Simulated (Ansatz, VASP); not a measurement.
One calculation of HfC, two programs

File INCAR:

```
ALGO = Normal
EDIFF = 1E-6
ENCUT = 520
GGA = PS
ISIF = 2
ISMEAR = -1
LASPH = T
LCHARG = F
LREAL = F
LWAVE = F
NBANDS = 14
NELM = 100
PREC = Accurate
SIGMA = 0.05
```

The input KPOINTS:

```
k-points
0
Gamma
  11 11 11
```

POSCAR

```
HfC
1.0
    0.0000000000      2.3250000000      2.3250000000
    2.3250000000      0.0000000000      2.3250000000
    2.3250000000      2.3250000000      0.0000000000
Hf C
1 1
Direct
    0.4400000000      0.4400000000      0.5600000000
    0.0600000000      0.0600000000     -0.0600000000
```

Input for Ansatz:

```yaml
crystal:
  lattice:
    - [0.0, 2.325, 2.325]
    - [2.325, 0.0, 2.325]
    - [2.325, 2.325, 0.0]
  atoms:
    - { symbol: Hf, position: [0.44, 0.44, 0.56] }
    - { symbol: C, position: [0.06, 0.06, -0.06] }
kpoints:
  mp_grid: { grid: [11, 11, 11] }
scf:
  occupations: { method: fermi_dirac, width: 0.05 }
hamiltonian:
  xc: pbesol
  pseudopotentials: { kind: all_electron, lapw: { basis_error: 0.001 } }
output:
  forces: true
  stress: true
  eigenvalues: true
  populations: true
```

Change from the starting cell: shortest bond scaled by 0.76, LAPW.

Alike in both runs: task single point; functional PBEsol; k mesh 11 × 11 × 11; occupations fermi-dirac, width 0.05 eV; no spin polarisation.

|  | VASP | Ansatz |
| --- | --- | --- |
| version | VASP 6.6.1 | Ansatz 0.2.0 |
| potentials or method | VASP PAW PBE potentials, release 64 (Hf_pv, C), cutoff 520 eV | all-electron LAPW, scalar-relativistic |

VASP gave:

- pressure (GPa): 30.0
- traceless stress, the component that is largest in VASP (GPa): 77.55
- rms of the force components (eV/Å): 6.380

Task: What did Ansatz give for the same quantities?

Result: Pressure (GPa): 29.1; traceless stress, the component that is largest in VASP (GPa): 75.16; rms of the force components (eV/Å): 6.202.

VASP's potentials were made for PBE, not for PBEsol. Atom by atom the forces differ by 0.179 eV/Å (rms over components). Both programs put the cell under a high pressure, so it lies far from rest at this level. Ansatz ran all-electron here, and VASP with PAW potentials.

Neither program's run includes spin-orbit coupling.
